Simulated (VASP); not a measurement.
A run of VASP 6.6.1 is set up as follows.

The input INCAR:

```
SYSTEM = ScPb3Cl6
PREC     = Accurate       ! precision mode
ENCUT    = 520            ! plane-wave cutoff, eV
EDIFF    = 1E-7           ! SCF threshold, eV
ISMEAR   = -1             ! smearing method
SIGMA    = 0.1312         ! smearing width, eV
LREAL    = .False.        ! projectors in reciprocal space
LASPH    = .True.         ! aspherical terms in the spheres
NELM     = 80             ! most SCF steps
ALGO     = Normal         ! electronic algorithm
ISIF     = 2              ! what is computed and relaxed
LWAVE    = .False.        ! write WAVECAR
LCHARG   = .False.        ! write CHGCAR
GGA      = PE             ! functional
NBANDS   = 58             ! bands
ISYM     = 0
```

The input KPOINTS:

```
Automatic mesh
0
Gamma
  3 3 3
  0.5 0.5 0.5
```

Contents of POSCAR:

```
ScPb3Cl6
1.0
    0.0000000000      5.3279650000      5.3279650000
    5.3279650000      0.0000000000      5.3279650000
    5.3279650000      5.3279650000      0.0000000000
Pb Cl Sc
3 6 1
Direct
    0.2500000000      0.2500000000      0.2500000000
    0.7500000000      0.7500000000      0.7500000000
    0.5000000000      0.5000000000      0.5000000000
    0.2380000000      0.7620000000      0.7620000000
    0.7620000000      0.2380000000      0.7620000000
    0.7620000000      0.2380000000      0.2380000000
    0.2380000000      0.7620000000      0.2380000000
    0.7620000000      0.7620000000      0.2380000000
    0.2380000000      0.2380000000      0.7620000000
    0.0000000000      0.0000000000      0.0000000000
```

Potentials or basis: VASP PAW PBE potentials, release 64 (Pb_d, Cl, Sc_sv).

The run is started by

```sh
$ cat potpaw_PBE.64/Pb_d/POTCAR potpaw_PBE.64/Cl/POTCAR potpaw_PBE.64/Sc_sv/POTCAR > POTCAR
$ mpirun -np 1 vasp_std > vasp.out
```

(1) Estimate the band gap on the k mesh.

(2) What does it give for the pressure?

(3) What does it give for the largest force?

Results:

(1) zero (an odd number of electrons rules out a gap without spin polarisation).

(2) 0.6 GPa.

(3) 0.486 eV/Å.

Caveat: spin-orbit coupling is left out, which moves the levels of the heavy elements; an odd number of electrons without spin polarisation forces a metal; a magnetic or distorted state may lie lower.
